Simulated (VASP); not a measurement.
# GaAs (Pm-3m) in VASP: relaxation of cell and atoms with r2SCAN

Aim: the relaxation of cell and atoms of GaAs with r2SCAN.

Program: VASP 6.6.1. These are calculated values, not measurements. Logs are shortened: lines on timing, memory, paths and dates and some standing lists are left out, and cuts for length are marked.

### Step 1. The cell of the first run

It takes space group Pm-3m (No. 221, cubic). Conventional cell: a = 3.363 Å, b = 3.363 Å, c = 3.363 Å, α = 90.00°, β = 90.00°, γ = 90.00°. Ga (site symmetry m-3m) has 8 As at 2.91 Å and 6 Ga at 3.36 Å within 3.8 Å. As (site symmetry m-3m) has 8 Ga at 2.91 Å and 6 As at 3.36 Å within 3.8 Å.

### Step 2. Relaxation of cell and atoms, r2SCAN

Input file POSCAR:

```
GaAs
1.0
    3.3629843971      0.0000000000      0.0000000000
    0.0000000000      3.3629843971      0.0000000000
    0.0000000000      0.0000000000      3.3629843971
Ga As
1 1
Direct
    0.0000000000      0.0000000000      0.0000000000
    0.5000000000      0.5000000000      0.5000000000
```

Input file INCAR.step1:

```
SYSTEM = GaAs
PREC = Accurate
ENCUT = 600
ISMEAR = -1
SIGMA = 0.02
LREAL = .FALSE.
LASPH = .TRUE.
NELM = 60
GGA = PE
ALGO = Normal
EDIFF = 1E-4
LWAVE = .TRUE.
LCHARG = .FALSE.
```

Input file INCAR.step2:

```
SYSTEM = GaAs
PREC = Accurate
ENCUT = 600
EDIFF = 1E-6
ISMEAR = -1
SIGMA = 0.02
LREAL = .FALSE.
LASPH = .TRUE.
NELM = 60
ALGO = Normal
ISIF = 3
LWAVE = .FALSE.
LCHARG = .FALSE.
METAGGA = R2SCAN
LMIXTAU = .TRUE.
IBRION = 2
NSW = 80
EDIFFG = -0.005
ISTART = 1
```

Input file KPOINTS:

```
regular mesh
0
G
  8 8 8
  0 0 0
```

Potentials or basis: VASP PAW PBE potentials, release 64 (Ga_d, As).

The run is started by

```sh
> cat potpaw_PBE.64/Ga_d/POTCAR potpaw_PBE.64/As/POTCAR > POTCAR
> cp INCAR.step1 INCAR
> mpirun -np 1 vasp_std > vasp.out
> cp INCAR.step2 INCAR
> mpirun -np 1 vasp_std > vasp.out
```

OUTCAR:

```text
SYSTEM = GaAs
   PREC = Accurate
   ENCUT = 600
   EDIFF = 1E-6
   ISMEAR = -1
   LREAL = .FALSE.
   LASPH = .TRUE.
   NELM = 60
   ISIF = 3
   METAGGA = R2SCAN
   IBRION = 2
   NSW = 80
   EDIFFG = -0.005
   ISTART = 1

 ion  position               nearest neighbor table
   1  0.000  0.000  0.000-   2 2.91   2 2.91   2 2.91   2 2.91   2 2.91   2 2.91   2 2.91   2 2.91

   2  0.500  0.500  0.500-   1 2.91   1 2.91   1 2.91   1 2.91   1 2.91   1 2.91   1 2.91   1 2.91

  LATTYP: Found a simple cubic cell.
 ALAT       =     3.3629843971

  Lattice vectors:

 A1 = (   3.3629843971,   0.0000000000,   0.0000000000)
 A2 = (   0.0000000000,   3.3629843971,   0.0000000000)
 A3 = (   0.0000000000,   0.0000000000,   3.3629843971)

Analysis of symmetry for initial positions (statically):
=====================================================================
 Subroutine PRICEL returns:
 Original cell was already a primitive cell.

 Routine SETGRP: Setting up the symmetry group for a
 simple cubic supercell.

 Subroutine GETGRP returns: Found 48 space group operations
 (whereof 48 operations were pure point group operations)
 out of a pool of 48 trial point group operations.

The static configuration has the point symmetry O_h .

Analysis of symmetry for dynamics (positions and initial velocities):
=====================================================================
 Subroutine PRICEL returns:
 Original cell was already a primitive cell.

 Routine SETGRP: Setting up the symmetry group for a
 simple cubic supercell.

 Subroutine GETGRP returns: Found 48 space group operations
 (whereof 48 operations were pure point group operations)
 out of a pool of 48 trial point group operations.

The dynamic configuration has the point symmetry O_h .

 Subroutine INISYM returns: Found 48 space group operations
 (whereof 48 operations are pure point group operations),
 and found     1 'primitive' translations

----------------------------------------------------------------------------------------

                                     Primitive cell

  volume of cell :      38.0342

  direct lattice vectors                    reciprocal lattice vectors
     3.362984397  0.000000000  0.000000000     0.297354933  0.000000000  0.000000000
     0.000000000  3.362984397  0.000000000     0.000000000  0.297354933  0.000000000
     0.000000000  0.000000000  3.362984397     0.000000000  0.000000000  0.297354933

  length of vectors
     3.362984397  3.362984397  3.362984397     0.297354933  0.297354933  0.297354933

  position of ions in fractional coordinates (direct lattice)
     0.000000000  0.000000000  0.000000000
     0.500000000  0.500000000  0.500000000

  ion indices of the primitive-cell ions
   primitive index   ion index
                 1           1
                 2           2

----------------------------------------------------------------------------------------

 KPOINTS: regular mesh

Automatic generation of k-mesh.
 Grid dimensions read from file:
 generate k-points for:    8    8    8

 Generating k-lattice:

  Cartesian coordinates                     Fractional coordinates (reciprocal lattice)
     0.037169367  0.000000000  0.000000000     0.125000000  0.000000000  0.000000000
     0.000000000  0.037169367  0.000000000     0.000000000  0.125000000  0.000000000
     0.000000000  0.000000000  0.037169367     0.000000000  0.000000000  0.125000000

  Length of vectors
     0.037169367  0.037169367  0.037169367

  Shift w.r.t. Gamma in fractional coordinates (k-lattice)
     0.000000000  0.000000000  0.000000000

 Subroutine IBZKPT returns following result:
 ===========================================

 Found     35 irreducible k-points:

 Following reciprocal coordinates:
            Coordinates               Weight
  0.000000  0.000000  0.000000      1.000000
  0.125000  0.000000  0.000000      6.000000
  0.250000  0.000000  0.000000      6.000000
  0.375000  0.000000  0.000000      6.000000
  0.500000  0.000000  0.000000      3.000000
  0.125000  0.125000  0.000000     12.000000
[... 16 lines left out ...]
  0.375000  0.375000  0.125000     24.000000
  0.500000  0.375000  0.125000     24.000000
 [... further k-points ...]
   k-points           NKPTS =     35   k-points in BZ     NKDIM =     35   number of bands    NBANDS=     13
   number of dos      NEDOS =    301   number of ions     NIONS =      2
   total plane-waves  NPLWV =  21952
   dimension x,y,z NGX =    28 NGY =   28 NGZ =   28
   dimension x,y,z NGXF=    56 NGYF=   56 NGZF=   56
   ions per type =               1   1
   NGX,Y,Z   is equivalent  to a cutoff of  13.84, 13.84, 13.84 a.u.
   NGXF,Y,Z  is equivalent  to a cutoff of  27.68, 27.68, 27.68 a.u.
 SYSTEM =  GaAs
   PREC   = accura    normal or accurate (medium, high low for compatibility)
   ISTART =      1    job   : 0-new  1-cont  2-samecut
   ICHARG =      0    charge: 1-file 2-atom 10-const
   ISPIN  =      1    spin polarized calculation?
   LNONCOLLINEAR =      F non collinear calculations
   LSORBIT =      F    spin-orbit coupling
   LASPH  =      T    aspherical Exc in radial PAW
   ENCUT  =  600.0 eV  44.10 Ry    6.64 a.u.   6.72  6.72  6.72*2*pi/ulx,y,z
   NELM   =     60;   NELMIN=  2; NELMDL=  0     # of ELM steps
   EDIFF  = 0.1E-05   stopping-criterion for ELM
   LREAL  =      F    real-space projection
   EDIFFG = -.5E-02   stopping-criterion for IOM
   NSW    =     80    number of steps for IOM
   IBRION =      2    ionic relax: 0-MD 1-quasi-New 2-CG
   NFREE  =      1    steps in history (QN), initial steepest desc. (CG)
   ISIF   =      3    stress and relaxation
   ISYM   =      2    0-nonsym 1-usesym 2-fastsym
   POTIM  = 0.5000    time-step for ionic-motion
   TEBEG  =    0.0;   TEEND  =   0.0 temperature during run
   PSTRESS=    0.0 pullay stress
   NELECT =      18.0000    total number of electrons
   NUPDOWN=      -1.0000    fix difference up-down
   EMIN   =  10.00;   EMAX   =-10.00  energy-range for DOS
   EFERMI =   0.00;   METHOD = LEGACY
   ISMEAR =    -1;   SIGMA  =   0.02  broadening in eV -4-tet -1-fermi 0-gaus
   EFERMI_NEDOS =   21; number of points for ismear=-14 and -15
   IALGO  =     38    algorithm
   IMIX   =      4    mixing-type and parameters
     AMIX     =   0.40;   BMIX     =  1.00
     AMIX_MAG =   1.60;   BMIX_MAG =  1.00
  volume/ion in A,a.u.               =      19.02       128.33
  Fermi-wavevector in a.u.,A,eV,Ry     =   1.275775  2.410866 22.144874  1.627602
  Thomas-Fermi vector in A             =   2.408468
   LORBIT       =      0    0 simple, 1 ext, 2 COOP (PROOUT), +10 PAW based schemes
   METAGGA = R2SCAN    functional components
   LHFCALC =     F    Hartree Fock is set to
   AEXX    =    0.0000 exact exchange contribution
   IVDW    =     0    specifies the selected vdW correction
   LEPSILON=     F    determine dielectric tensor
   LRPA    =     F    only Hartree local field effects (RPA)
 conjugate gradient relaxation of ions
 non-spin polarized calculation
  energy-cutoff  :      600.00
  volume of cell :       38.03
 maximum number of plane-waves:      1328
 NGX is ok and might be reduce to    28
   NGX = 13   NGY = 13   NGZ = 13

--------------------------------------- Ionic step        1  -------------------------------------------

 number of electron      18.0000018 magnetization

 Free energy of the ion-electron system (eV)
  ---------------------------------------------------
  ext. energy  EPLUGINS =         0.00000000
  ---------------------------------------------------
  free energy    TOTEN  =       -25.48372559 eV

  energy without entropy =      -25.48181402  energy(sigma->0) =      -25.48276980

------------------------ aborting loop because EDIFF is reached ----------------------------------------

  FORCE on cell =-STRESS in cart. coord.  units (eV):
  Direction    XX          YY          ZZ          XY          YZ          ZX
  --------------------------------------------------------------------------------------
  -------------------------------------------------------------------------------------
  Total       -0.4636907     -0.4636907     -0.4636907      0.0000000      0.0000000     -0.0000000
  in kB      -19.5327949    -19.5327949    -19.5327949      0.0000000      0.0000000     -0.0000000
  external PRESSURE =     -19.5327949 kB  Pullay stress =       0.0000000 kB
[... 57 lines left out ...]
  energy  without entropy=      -25.4891291942  energy(sigma->0) =      -25.49018260

--------------------------------------- Ionic step        3  -------------------------------------------

 number of electron      18.0000009 magnetization

 Free energy of the ion-electron system (eV)
  ---------------------------------------------------
  ext. energy  EPLUGINS =         0.00000000
  ---------------------------------------------------
  free energy    TOTEN  =       -25.49127627 eV

  energy without entropy =      -25.48917935  energy(sigma->0) =      -25.49022781

 E-fermi :   6.2039     XC(G=0): -11.8530

 val. band max:        6.0954861267   @ k =   0.1250   0.0000   0.0000
 cond. band min:       6.2262691865   @ k =   0.3750   0.2500   0.2500
 fundamental gap:      0.1307830598
 Fermi energy:         6.2039352984

 k-point     1 :       0.0000    0.0000    0.0000
  band No.  band energies     occupation
      1      -9.4116      2.00000
      2      -9.4116      2.00000
      3      -9.3087      2.00000
      4      -9.3087      2.00000
      5      -9.3087      2.00000
      6      -8.2915      2.00000
      7       4.1679      2.00000
      8       5.2400      2.00000
      9       5.2400      2.00000
     10       5.2400      2.00000
     11      11.2370      0.00000
     12      11.2370      0.00000
     13      16.5592      0.00000
[... 353 lines left out ...]
 k-point    24 :       0.5000    0.3750    0.1250
  band No.  band energies     occupation
      1      -9.4756      2.00000
      2      -9.3566      2.00000
      3      -9.3494      2.00000
      4      -9.3462      2.00000
      5      -9.2664      2.00000
      6      -4.5021      2.00000
      7      -0.5881      2.00000
      8       1.4425      2.00000
      9       2.9988      2.00000
     10       6.9730      0.00000
     11      10.3478      0.00000
     12      12.0808      0.00000
     13      13.3379      0.00000

 [... further k-points ...]

------------------------ aborting loop because EDIFF is reached ----------------------------------------

  FORCE on cell =-STRESS in cart. coord.  units (eV):
  Direction    XX          YY          ZZ          XY          YZ          ZX
  --------------------------------------------------------------------------------------
  -------------------------------------------------------------------------------------
  Total       -0.0084722     -0.0084722     -0.0084722      0.0000000     -0.0000000      0.0000000
  in kB       -0.3682721     -0.3682721     -0.3682721      0.0000000     -0.0000000      0.0000000
  external PRESSURE =      -0.3682721 kB  Pullay stress =       0.0000000 kB
[... 17 lines left out ...]
  FREE ENERGIE OF THE ION-ELECTRON SYSTEM (eV)
  ---------------------------------------------------
  free  energy   TOTEN  =       -25.4912762701 eV

  energy  without entropy=      -25.4891793456  energy(sigma->0) =      -25.49022781

 reached required accuracy - stopping structural energy minimisation
```

Wall time 4.1 min (1 thread of Intel Xeon 8259CL, shared host); peak memory 0.18 GiB.

What came out:

```yaml
Free_energy: -25.4913 eV
Relaxed_volume: 18.43 Å³/atom
Relaxed_cell: a = 3.328 Å, b = 3.328 Å, c = 3.328 Å, α = 90.00°, β = 90.00°, γ = 90.00°
Space_group_after_relaxing_to_0.1_Å: Pm-3m (No. 221)
Energy_gained_by_relaxing: 3.8 meV/atom
Ionic_steps: 3
Pressure_after_relaxing: 0.0 GPa
```

Step by step:
```tsv
step	energy change (eV)	largest force (eV/Å)	pressure (GPa)	volume (Å³)
1	0.0000	0.0000	-1.95	38.03
2	-0.0075	0.0000	0.17	36.77
3	-0.0076	0.0000	-0.04	36.86
```

Final structure:
```cif
data_structure
_symmetry_space_group_name_H-M 'P 1'
_symmetry_Int_Tables_number 1
_cell_length_a 3.3280
_cell_length_b 3.3280
_cell_length_c 3.3280
_cell_angle_alpha 90.000
_cell_angle_beta 90.000
_cell_angle_gamma 90.000
_cell_volume 36.86
loop_
_atom_site_label
_atom_site_type_symbol
_atom_site_fract_x
_atom_site_fract_y
_atom_site_fract_z
_atom_site_occupancy
Ga1 Ga 0.00000 0.00000 0.00000 1
As1 As 0.50000 0.50000 0.50000 1
```

Caveat: the highest band is partly filled, so the run has too few bands; the PAW data sets were made with another functional, which shifts forces and pressure a little.
